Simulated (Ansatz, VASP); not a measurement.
**Two plane-wave programs on PbS**

```
Pb S
1.0
     3.83634    0.00000    0.00000
     0.00000    3.83634    0.00000
     0.00000    0.00000    3.47098
Pb S
1 1
Direct
  0.00000 0.00000 0.00000
  0.50000 0.50000 0.50000
```

Change from the starting cell: strain +0.050 along x and y, -0.050 along z, atoms carried along.

Alike in both runs: task single point; functional PBEsol; k mesh 14 × 14 × 14; occupations gaussian, width 0.15 eV; no spin polarisation.

```csv
,VASP,Ansatz
version,VASP 6.6.1,Ansatz 0.2.0
potentials or method,"VASP PAW PBE potentials, release 64 (Pb_d, S), cutoff 520 eV","scalar-relativistic, plane waves, PAW"
valence electrons in the cell,20,20
```

Ansatz gave:

| Item | Value |
| --- | --- |
| gap on the k mesh at the Fermi level (eV) | none |
| pressure (GPa) | -5.3 |
| traceless stress, the component that is largest in VASP (GPa) | 4.43 |

**Question.** What did VASP give for the same quantities?

**Answer.** gap on the k mesh at the Fermi level (eV): none; pressure (GPa): -5.4; traceless stress, the component that is largest in VASP (GPa): 4.43.

VASP's potentials were made for PBE, not for PBEsol. A gap of «none» marks a metal or a gap that the smearing closes. With one functional, cell and mesh, what is left measures potentials, basis and numerics.

Neither program's run includes spin-orbit coupling.
